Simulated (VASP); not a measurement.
# Ga (I4/mmm) in VASP: notebook

The runs below take Ga through single point, with r2SCAN.

All numbers are computed with VASP 6.6.1; they aren't measurements. Logs are shortened: lines on timing, memory, paths and dates and some standing lists are left out, and cuts for length are marked.

## (1) The cell of the first run

Symmetry: I4/mmm, No. 139, tetragonal system. Conventional cell: a = 2.805 Å, b = 2.805 Å, c = 4.683 Å, α = 90.00°, β = 90.00°, γ = 90.00°. Ga (site symmetry 4/mmm) has 12 Ga at 2.81 to 3.07 Å within 3.7 Å.

## (2) Single point, r2SCAN

POSCAR

```
Ga
1.0
   -1.4026165814      1.4026165814      2.3416381643
    1.4026165814     -1.4026165814      2.3416381643
    1.4026165814      1.4026165814     -2.3416381643
Ga
1
Direct
    0.0000000000      0.0000000000      0.0000000000
```

INCAR.step1

```
  PREC = Accurate
  ENCUT = 520
  ISMEAR = -1
  SIGMA = 0.05
  LREAL = False
  LASPH = True
  NELM = 100
  NBANDS = 12
  GGA = PE
  ALGO = Normal
  EDIFF = 1E-4
  LWAVE = True
  LCHARG = False
```

INCAR.step2

```
  PREC = Accurate
  ENCUT = 520
  EDIFF = 1E-6
  ISMEAR = -1
  SIGMA = 0.05
  LREAL = False
  LASPH = True
  NELM = 100
  ALGO = Normal
  ISIF = 2
  LWAVE = False
  LCHARG = False
  METAGGA = R2SCAN
  LMIXTAU = True
  NBANDS = 12
  ISTART = 1
```

KPOINTS

```
Automatic mesh
0
Gamma
  13 13 13
```

Potentials or basis: VASP PAW PBE potentials, release 64 (Ga_d).

The run is started by

```console
> cat potpaw_PBE.64/Ga_d/POTCAR > POTCAR
> cp INCAR.step1 INCAR
> mpirun -np 1 vasp_std > vasp.out
> cp INCAR.step2 INCAR
> mpirun -np 1 vasp_std > vasp.out
```

OUTCAR:

```text
PREC = Accurate
   ENCUT = 520
   EDIFF = 1E-6
   ISMEAR = -1
   LREAL = False
   LASPH = True
   NELM = 100
   ISIF = 2
   METAGGA = R2SCAN
   ISTART = 1

 ion  position               nearest neighbor table
   1  0.000  0.000  0.000-

  LATTYP: Found a body centered tetragonal cell.
 ALAT       =     2.8052331628
 C/A-ratio  =     1.6694784557

  Lattice vectors:

 A1 = (  -1.4026165814,   1.4026165814,   2.3416381643)
 A2 = (   1.4026165814,  -1.4026165814,   2.3416381643)
 A3 = (   1.4026165814,   1.4026165814,  -2.3416381643)

Analysis of symmetry for initial positions (statically):
=====================================================================
 Subroutine PRICEL returns:
 Original cell was already a primitive cell.

 Routine SETGRP: Setting up the symmetry group for a
 body centered tetragonal supercell.

 Subroutine GETGRP returns: Found 16 space group operations
 (whereof 16 operations were pure point group operations)
 out of a pool of 16 trial point group operations.

The static configuration has the point symmetry D_4h.

Analysis of symmetry for dynamics (positions and initial velocities):
=====================================================================
 Subroutine PRICEL returns:
 Original cell was already a primitive cell.

 Routine SETGRP: Setting up the symmetry group for a
 body centered tetragonal supercell.

 Subroutine GETGRP returns: Found 16 space group operations
 (whereof 16 operations were pure point group operations)
 out of a pool of 16 trial point group operations.

The dynamic configuration has the point symmetry D_4h.

 Subroutine INISYM returns: Found 16 space group operations
 (whereof 16 operations are pure point group operations),
 and found     1 'primitive' translations

----------------------------------------------------------------------------------------

                                     Primitive cell

  volume of cell :      18.4271

  direct lattice vectors                    reciprocal lattice vectors
    -1.402616581  1.402616581  2.341638164     0.000000000  0.356476607  0.213525731
     1.402616581 -1.402616581  2.341638164     0.356476607  0.000000000  0.213525731
     1.402616581  1.402616581 -2.341638164     0.356476607  0.356476607  0.000000000

  length of vectors
     3.068865563  3.068865563  3.068865563     0.415534366  0.415534366  0.504134052

  position of ions in fractional coordinates (direct lattice)
     0.000000000  0.000000000  0.000000000

  ion indices of the primitive-cell ions
   primitive index   ion index
                 1           1

----------------------------------------------------------------------------------------

 KPOINTS: Automatic mesh

Automatic generation of k-mesh.
 Grid dimensions read from file:
 generate k-points for:   13   13   13

 Generating k-lattice:

  Cartesian coordinates                     Fractional coordinates (reciprocal lattice)
     0.000000000  0.027421277  0.016425056     0.076923077  0.000000000  0.000000000
     0.027421277  0.000000000  0.016425056     0.000000000  0.076923077  0.000000000
     0.027421277  0.027421277  0.000000000     0.000000000  0.000000000  0.076923077

  Length of vectors
     0.031964182  0.031964182  0.038779542

  Shift w.r.t. Gamma in fractional coordinates (k-lattice)
     0.000000000  0.000000000  0.000000000

 Subroutine IBZKPT returns following result:
 ===========================================

 Found    196 irreducible k-points:

 Following reciprocal coordinates:
            Coordinates               Weight
  0.000000  0.000000  0.000000      1.000000
  0.076923 -0.000000  0.000000      8.000000
  0.153846  0.000000  0.000000      8.000000
  0.230769  0.000000 -0.000000      8.000000
  0.307692  0.000000  0.000000      8.000000
  0.384615  0.000000  0.000000      8.000000
[... 16 lines left out ...]
  0.384615  0.153846  0.000000     16.000000
  0.461538  0.153846  0.000000     16.000000
 [... further k-points ...]
   k-points           NKPTS =    196   k-points in BZ     NKDIM =    196   number of bands    NBANDS=     12
   number of dos      NEDOS =    301   number of ions     NIONS =      1
   total plane-waves  NPLWV =  13824
   dimension x,y,z NGX =    24 NGY =   24 NGZ =   24
   dimension x,y,z NGXF=    48 NGYF=   48 NGZF=   48
   ions per type =               1
   NGX,Y,Z   is equivalent  to a cutoff of  13.00, 13.00, 13.00 a.u.
   NGXF,Y,Z  is equivalent  to a cutoff of  26.00, 26.00, 26.00 a.u.
 SYSTEM =  unknown system
   PREC   = accura    normal or accurate (medium, high low for compatibility)
   ISTART =      1    job   : 0-new  1-cont  2-samecut
   ICHARG =      0    charge: 1-file 2-atom 10-const
   ISPIN  =      1    spin polarized calculation?
   LNONCOLLINEAR =      F non collinear calculations
   LSORBIT =      F    spin-orbit coupling
   LASPH  =      T    aspherical Exc in radial PAW
   ENCUT  =  520.0 eV  38.22 Ry    6.18 a.u.   5.71  5.71  5.71*2*pi/ulx,y,z
   NELM   =    100;   NELMIN=  2; NELMDL=  0     # of ELM steps
   EDIFF  = 0.1E-05   stopping-criterion for ELM
   LREAL  =      F    real-space projection
   EDIFFG = 0.1E-04   stopping-criterion for IOM
   NSW    =      0    number of steps for IOM
   IBRION =     -1    ionic relax: 0-MD 1-quasi-New 2-CG
   NFREE  =      0    steps in history (QN), initial steepest desc. (CG)
   ISIF   =      2    stress and relaxation
   ISYM   =      2    0-nonsym 1-usesym 2-fastsym
   POTIM  = 0.5000    time-step for ionic-motion
   TEBEG  =    0.0;   TEEND  =   0.0 temperature during run
   PSTRESS=    0.0 pullay stress
   NELECT =      13.0000    total number of electrons
   NUPDOWN=      -1.0000    fix difference up-down
   EMIN   =  10.00;   EMAX   =-10.00  energy-range for DOS
   EFERMI =   0.00;   METHOD = LEGACY
   ISMEAR =    -1;   SIGMA  =   0.05  broadening in eV -4-tet -1-fermi 0-gaus
   EFERMI_NEDOS =   21; number of points for ismear=-14 and -15
   IALGO  =     38    algorithm
   IMIX   =      4    mixing-type and parameters
     AMIX     =   0.40;   BMIX     =  1.00
     AMIX_MAG =   1.60;   BMIX_MAG =  1.00
  volume/ion in A,a.u.               =      18.43       124.35
  Fermi-wavevector in a.u.,A,eV,Ry     =   1.457371  2.754031 28.897814  2.123929
  Thomas-Fermi vector in A             =   2.574180
   LORBIT       =      0    0 simple, 1 ext, 2 COOP (PROOUT), +10 PAW based schemes
   METAGGA = R2SCAN    functional components
   LHFCALC =     F    Hartree Fock is set to
   AEXX    =    0.0000 exact exchange contribution
   IVDW    =     0    specifies the selected vdW correction
   LEPSILON=     F    determine dielectric tensor
   LRPA    =     F    only Hartree local field effects (RPA)
 non-spin polarized calculation
  energy-cutoff  :      520.00
  volume of cell :       18.43
 maximum number of plane-waves:       512
   NGX = 11   NGY = 11   NGZ = 11

 number of electron      12.9999998 magnetization

 Free energy of the ion-electron system (eV)
  ---------------------------------------------------
  ext. energy  EPLUGINS =         0.00000000
  ---------------------------------------------------
  free energy    TOTEN  =       -11.30944052 eV

  energy without entropy =      -11.30652015  energy(sigma->0) =      -11.30798033

 E-fermi :   5.6034     XC(G=0): -12.3102

 val. band max:        5.5950345924   @ k =  -0.1538  -0.3846   0.0769
 cond. band min:       5.6426268329   @ k =  -0.3077  -0.3846   0.0769
 fundamental gap:      0.0475922405
 Fermi energy:         5.6033696857

 k-point     1 :       0.0000    0.0000    0.0000
  band No.  band energies     occupation
      1      -9.9388      2.00000
      2      -9.7932      2.00000
      3      -9.7562      2.00000
      4      -9.7562      2.00000
      5      -9.5963      2.00000
      6      -6.1653      2.00000
      7      18.6519      0.00000
      8      18.9538      0.00000
      9      18.9539      0.00000
     10      22.2813      0.00000
     11      22.8643      0.00000
     12      23.4563      0.00000

 k-point     2 :       0.0769   -0.0000    0.0000
  band No.  band energies     occupation
      1      -9.9287      2.00000
      2      -9.7903      2.00000
      3      -9.7593      2.00000
      4      -9.7501      2.00000
      5      -9.6016      2.00000
      6      -6.0002      2.00000
      7      17.0113      0.00000
      8      18.1137      0.00000
      9      18.8162      0.00000
     10      21.5048      0.00000
     11      22.6384      0.00000
     12      23.8830      0.00000

 k-point     3 :       0.1538    0.0000    0.0000
  band No.  band energies     occupation
      1      -9.9082      2.00000
      2      -9.7953      2.00000
      3      -9.7498      2.00000
      4      -9.7346      2.00000
      5      -9.6148      2.00000
      6      -5.5009      2.00000
      7      13.7619      0.00000
      8      16.9385      0.00000
      9      18.5477      0.00000
     10      20.5017      0.00000
     11      22.0025      0.00000
     12      24.9839      0.00000
[... 286 lines left out ...]
 k-point    23 :       0.3846    0.1538    0.0000
  band No.  band energies     occupation
      1      -9.8728      2.00000
      2      -9.8305      2.00000
      3      -9.7491      2.00000
      4      -9.6450      2.00000
      5      -9.5892      2.00000
      6      -0.4291      2.00000
      7       3.9091      2.00000
      8      12.3188      0.00000
      9      13.7747      0.00000
     10      19.0536      0.00000
     11      20.7128      0.00000
     12      26.4095      0.00000

 k-point    24 :       0.4615    0.1538    0.0000
  band No.  band energies     occupation
      1      -9.8884      2.00000
      2      -9.8254      2.00000
      3      -9.7578      2.00000
      4      -9.6492      2.00000
      5      -9.5577      2.00000
      6       1.1323      2.00000
      7       2.0425      2.00000
      8      12.3211      0.00000
      9      14.1663      0.00000
     10      18.2173      0.00000
     11      20.6023      0.00000
     12      27.0742      0.00000

 [... further k-points ...]
[... 5 lines left out ...]
  --------------------------------------------------------------------------------------
  -------------------------------------------------------------------------------------
  Total       -0.2537287     -0.2537287     -0.1810406      0.0000000      0.0000000      0.0000000
  in kB      -22.0608591    -22.0608591    -15.7408761      0.0000000      0.0000000      0.0000000
  external PRESSURE =     -19.9541981 kB  Pullay stress =       0.0000000 kB

 VOLUME and BASIS-vectors are now :
 -----------------------------------------------------------------------------
  energy-cutoff  :      520.00
  volume of cell :       18.43
      direct lattice vectors                 reciprocal lattice vectors
    -1.402616581  1.402616581  2.341638164     0.000000000  0.356476607  0.213525731
     1.402616581 -1.402616581  2.341638164     0.356476607  0.000000000  0.213525731
     1.402616581  1.402616581 -2.341638164     0.356476607  0.356476607  0.000000000

 POSITION                                       TOTAL-FORCE (eV/Angst)
 -----------------------------------------------------------------------------------
      0.00000      0.00000      0.00000         0.000000     -0.000000     -0.000000
 -----------------------------------------------------------------------------------
    total drift:                               -0.000000      0.000000      0.000000

  FREE ENERGIE OF THE ION-ELECTRON SYSTEM (eV)
  ---------------------------------------------------
  free  energy   TOTEN  =       -11.3094405158 eV

  energy  without entropy=      -11.3065201508  energy(sigma->0) =      -11.30798033
```

Wall time 3.8 min (1 thread of AMD EPYC 7R43 (Zen 3), shared host); peak memory 0.13 GiB.

Results:

| Property | Result |
| --- | --- |
| Free energy | -11.3094 eV |
| Pressure | -2.0 GPa |

Caveat: the PAW data sets were made with another functional, which shifts forces and pressure a little.

## (3) Single point, r2SCAN

This run uses another cell than the first one, of 18.78 Å³/atom, 1.019 times its volume.

POSCAR

```
Ga
1.0
   -1.4115506858      1.4115506858      2.3565534592
    1.4115506858     -1.4115506858      2.3565534592
    1.4115506858      1.4115506858     -2.3565534592
Ga
1
Direct
    0.0000000000      0.0000000000      0.0000000000
```

INCAR.step1

```
PREC = Accurate ; ENCUT = 520
ISMEAR = -1 ; SIGMA = 0.05
LREAL = F ; LASPH = T
NELM = 80 ; NBANDS = 12
GGA = PE ; ALGO = Normal
EDIFF = 1E-4 ; LWAVE = T
LCHARG = F
```

INCAR.step2

```
PREC = Accurate ; ENCUT = 520
EDIFF = 1E-6 ; ISMEAR = -1
SIGMA = 0.05 ; LREAL = F
LASPH = T ; NELM = 80
ALGO = Normal ; ISIF = 2
LWAVE = F ; LCHARG = F
METAGGA = R2SCAN ; LMIXTAU = T
NBANDS = 12 ; ISTART = 1
```

KPOINTS

```
regular mesh
0
Gamma
  13 13 13
```

Potentials or basis: VASP PAW PBE potentials, release 64 (Ga_d).

The run is started by

```console
> cat potpaw_PBE.64/Ga_d/POTCAR > POTCAR
> cp INCAR.step1 INCAR
> mpirun -np 1 vasp_std > vasp.out
> cp INCAR.step2 INCAR
> mpirun -np 1 vasp_std > vasp.out
```

OUTCAR:

```text
PREC = Accurate
   ENCUT = 520
   EDIFF = 1E-6
   ISMEAR = -1
   LREAL = F
   LASPH = T
   NELM = 80
   ISIF = 2
   METAGGA = R2SCAN
   ISTART = 1

 ion  position               nearest neighbor table
   1  0.000  0.000  0.000-

  LATTYP: Found a body centered tetragonal cell.
 ALAT       =     2.8231013716
 C/A-ratio  =     1.6694784558

  Lattice vectors:

 A1 = (  -1.4115506858,   1.4115506858,   2.3565534592)
 A2 = (   1.4115506858,  -1.4115506858,   2.3565534592)
 A3 = (   1.4115506858,   1.4115506858,  -2.3565534592)

Analysis of symmetry for initial positions (statically):
=====================================================================
 Subroutine PRICEL returns:
 Original cell was already a primitive cell.

 Routine SETGRP: Setting up the symmetry group for a
 body centered tetragonal supercell.

 Subroutine GETGRP returns: Found 16 space group operations
 (whereof 16 operations were pure point group operations)
 out of a pool of 16 trial point group operations.

The static configuration has the point symmetry D_4h.

Analysis of symmetry for dynamics (positions and initial velocities):
[... 159 lines left out ...]
 cond. band min:       5.4649258259   @ k =  -0.3077  -0.3846   0.0769
 fundamental gap:      0.0523692288
 Fermi energy:         5.4188025791

 k-point     1 :       0.0000    0.0000    0.0000
  band No.  band energies     occupation
      1     -10.0950      2.00000
      2      -9.9569      2.00000
      3      -9.9207      2.00000
      4      -9.9207      2.00000
      5      -9.7676      2.00000
      6      -6.1914      2.00000
      7      18.2276      0.00000
      8      18.5496      0.00000
      9      18.5497      0.00000
     10      21.9160      0.00000
     11      22.5814      0.00000
     12      23.0983      0.00000
[... 331 lines left out ...]
 k-point    24 :       0.4615    0.1538    0.0000
  band No.  band energies     occupation
      1     -10.0451      2.00000
      2      -9.9860      2.00000
      3      -9.9215      2.00000
      4      -9.8181      2.00000
      5      -9.7309      2.00000
      6       0.9603      2.00000
      7       1.9481      2.00000
      8      12.0396      0.00000
      9      13.8669      0.00000
     10      17.9067      0.00000
     11      20.2671      0.00000
     12      26.6253      0.00000

 [... further k-points ...]
[... 5 lines left out ...]
  --------------------------------------------------------------------------------------
  -------------------------------------------------------------------------------------
  Total       -0.3657073     -0.3657073     -0.2834832      0.0000000      0.0000000      0.0000000
  in kB      -31.1970845    -31.1970845    -24.1828597      0.0000000      0.0000000      0.0000000
  external PRESSURE =     -28.8590096 kB  Pullay stress =       0.0000000 kB

 VOLUME and BASIS-vectors are now :
 -----------------------------------------------------------------------------
  energy-cutoff  :      520.00
  volume of cell :       18.78
      direct lattice vectors                 reciprocal lattice vectors
    -1.411550686  1.411550686  2.356553459     0.000000000  0.354220366  0.212174266
     1.411550686 -1.411550686  2.356553459     0.354220366  0.000000000  0.212174266
     1.411550686  1.411550686 -2.356553459     0.354220366  0.354220366  0.000000000

 POSITION                                       TOTAL-FORCE (eV/Angst)
 -----------------------------------------------------------------------------------
      0.00000      0.00000      0.00000         0.000000      0.000000     -0.000000
 -----------------------------------------------------------------------------------
    total drift:                                0.000000      0.000000      0.000000

  FREE ENERGIE OF THE ION-ELECTRON SYSTEM (eV)
  ---------------------------------------------------
  free  energy   TOTEN  =       -11.3039685766 eV

  energy  without entropy=      -11.3008364992  energy(sigma->0) =      -11.30240254
```

Run time: 4 min. Hardware: 1 thread of AMD EPYC 7R43 (Zen 3), shared host; peak memory 0.14 GiB.

Results:

```
Free energy : -11.3040 eV
Pressure    : -2.9 GPa
```

Levels at points of the mesh, in eV from the Fermi level:
| k point | band 4 | band 5 | band 6 | band 7 | band 8 | band 9 |
| --- | --- | --- | --- | --- | --- | --- |
| (0.00, 0.00, 0.00) | -15.34 | -15.19 | -11.61 | 12.81 | 13.13 | 13.13 |

Caveat: the PAW data sets were made with another functional, which shifts forces and pressure a little.
